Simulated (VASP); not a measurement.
**Lu3Si: single point with PBE**

The system is Lu3Si.

```
CELL_PARAMETERS angstrom
4.54142 0.00000 0.00000
0.00000 4.54142 0.00000
0.00000 0.00000 4.54142
ATOMIC_POSITIONS crystal
Lu 0.48350 0.50541 0.00026
Lu 0.51039 0.00276 0.49807
Lu 0.99441 0.50483 0.50413
Si 0.99649 0.00713 0.99725
```

This cell differs from its parent crystal: atoms moved at random.

```yaml
Program: VASP 6.6.1
Task: single point
Functional: PBE
Potentials_or_basis: VASP PAW PBE potentials, release 64 (Lu, Si)
Cutoff: 520 eV
k_mesh: 6 × 6 × 6
Occupations: fermi-dirac, width 0.05 eV
Spin: no spin polarisation
```

```json
{"Pressure": "-0.6 GPa", "Largest force": "0.375 eV/Å", "Band gap on the k mesh": "zero (an odd number of electrons rules out a gap without spin polarisation)"}
```

Forces in eV/Å, atoms in the order of the input:
```
Lu   0.270 -0.043  0.006
Lu  -0.354  0.112  0.052
Lu   0.099 -0.031 -0.090
Si  -0.015 -0.038  0.033
```

Stress tensor (GPa, compression positive):
```
-0.51  0.00  0.05
 0.00 -0.60  0.00
 0.05  0.00 -0.62
```

Levels at points of the mesh, in eV from the Fermi level:
```tsv
k point	band 37	band 38	band 39	band 40	band 41	band 42	band 43	band 44
(0.00, 0.00, 0.00)	-1.64	-0.73	-0.72	-0.71	-0.60	-0.59	-0.59	2.26
(0.50, 0.00, 0.00)	-1.82	-1.82	0.01	0.13	1.10	1.23	1.23	1.98
(0.00, 0.50, 0.00)	-1.83	-1.82	-0.02	0.15	1.11	1.23	1.26	1.93
(0.00, 0.00, 0.50)	-1.83	-1.82	-0.01	0.15	1.11	1.23	1.25	1.93
(0.50, 0.50, 0.00)	-2.17	-1.85	0.27	0.28	0.35	1.48	1.48	1.89
(0.00, 0.50, 0.50)	-2.15	-1.85	0.29	0.29	0.37	1.47	1.48	1.85
(0.50, 0.00, 0.50)	-2.17	-1.85	0.26	0.28	0.35	1.47	1.49	1.89
(0.50, 0.50, 0.50)	-2.43	-1.94	-1.94	-1.93	0.94	2.02	2.04	2.04
```

Wall time 46 min on 1 thread of AMD EPYC 7R43 64-Core Processor (Zen 3), on a shared host, peak memory 0.46 GiB.

Caveat: the cell differs from its parent crystal (atoms moved at random); spin-orbit coupling is left out, which moves the levels of the heavy elements.
